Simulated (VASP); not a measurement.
Write the native input for VASP 6.6.1 that does the following.

* Task: single point
* Functional: PBEsol
* Potentials or basis: VASP PAW PBE potentials, release 64 (Al)
* Cutoff: 520 eV
* k mesh: 3 × 3 × 3
* Occupations: gaussian, width 0.05 eV
* Spin: no spin polarisation
* Dipole correction: no
* Further INCAR settings: LREAL = Auto; ALGO = Normal; EDIFF = 1e-06; NBANDS = 72

The structure of Al (a cell with a defect) lies in POSCAR:

```
Al
1.0
    8.1000000000      0.0000000000      0.0000000000
    0.0000000000      8.1000000000      0.0000000000
    0.0000000000      0.0000000000      8.1000000000
Al
33
Direct
    0.4918959259      0.0081161728      0.0067334568
    0.7507937037      0.2498443210     -0.0099630864
    0.7507648148     -0.0135491358      0.2489627160
    0.0073180247      0.0069613580      0.0056181481
    0.2488853086      0.2508002469     -0.0814923457
    0.4927528395      0.4923943210      0.0059030864
    0.7493828395      0.7504265432     -0.0019675309
    0.2487875309     -0.0569271605      0.2586955556
    0.5576844444      0.2508749383      0.2586920988
    0.7507567901      0.5141659259      0.2489564198
    0.5007154321     -0.0007203704      0.4996601235
    0.7507664198      0.2498269136      0.5163698765
    0.7493600000     -0.0046849383      0.7551280247
    0.0064101235      0.4936002469      0.0047637037
    0.2501601235      0.7493696296     -0.0099403704
   -0.0516090123      0.2508782716      0.2586553086
    0.2487840741      0.5523023457      0.2586703704
    0.5133741975      0.7493904938      0.2489640741
   -0.0014818519     -0.0016996296      0.5007635802
    0.2489551852      0.2507495062      0.5345912346
    0.5014502469      0.5012266667      0.5004914815
    0.7493618519      0.7504433333      0.5066185185
    0.2501737037     -0.0158516049      0.7443370370
    0.5157055556      0.2498340741      0.7443302469
    0.7493501235      0.5050227160      0.7551466667
   -0.0142877778      0.7493986420      0.2489548148
   -0.0022066667      0.5021959259      0.5015637037
    0.2501837037      0.7493906173      0.5163527160
   -0.0165429630      0.2498369136      0.7443750617
    0.2501709877      0.5164102469      0.7443716049
    0.5045767901      0.7504429630      0.7551246914
   -0.0051216049      0.7504528395      0.7551479012
    0.2542297531      0.2467939506      0.2176502469
```

The input as run:

INCAR

```
ALGO = Normal
EDIFF = 1E-6
ENCUT = 520
GGA = PS
ISIF = 2
ISMEAR = 0
LASPH = T
LCHARG = F
LREAL = Auto
LWAVE = F
NBANDS = 72
NELM = 60
PREC = Accurate
SIGMA = 0.05
```

KPOINTS

```
k-points
0
Gamma
  3 3 3
```

Potentials or basis: VASP PAW PBE potentials, release 64 (Al).

Run with:

```console
$ cat potpaw_PBE.64/Al/POTCAR > POTCAR
$ mpirun -np 1 vasp_std > vasp.out
```

It gave:

- Pressure: 3.3 GPa
- Largest force: 0.014 eV/Å
- Band gap on the k mesh: zero (an odd number of electrons rules out a gap without spin polarisation)

Caveat: the PAW data sets were made with another functional, which shifts forces and pressure a little.

Wall time 5.7 min on 1 thread of AMD EPYC 9R45 96-Core Processor (Zen 5), on a shared host, peak memory 0.61 GiB.
